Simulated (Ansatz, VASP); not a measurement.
## One calculation of HgPt, two programs

```xyz
2
Lattice="2.9511 0.0000 0.0000 0.0000 2.9511 0.0000 0.0000 0.0000 3.7993" Properties=species:S:1:pos:R:3 pbc="T T T"
Hg    0.0000    0.0000    0.0000
Pt    1.4755    1.4755    1.8997
```

Change from the starting cell: volume scaled by 0.98, crystal datasets.

Alike in both runs: task electric field gradients; functional LDA; k mesh 12 × 12 × 10; occupations fermi-dirac, width 0.03 eV; no spin polarisation.

```csv
,VASP,Ansatz
version,VASP 6.6.1,Ansatz 0.2.0
potentials or method,"VASP PAW LDA potentials, release 64 (Hg, Pt), cutoff 520 eV","all-electron PAW with datasets made for the crystal, scalar-relativistic"
```

```tsv
	VASP	Ansatz	Ansatz less VASP
pressure (GPa)	4.6	2.3	-2.25
traceless stress, the component that is largest in VASP (GPa)	0.62	0.50	-0.122
size of Vzz on the site where it differs most (V/Å²)	106.6	113.4	+6.86
```

LDA's correlation is that of Perdew and Zunger in VASP and of Perdew and Wang (1992) in Ansatz. Ansatz ran all-electron here, and VASP with PAW potentials.

Spin-orbit coupling is off throughout.
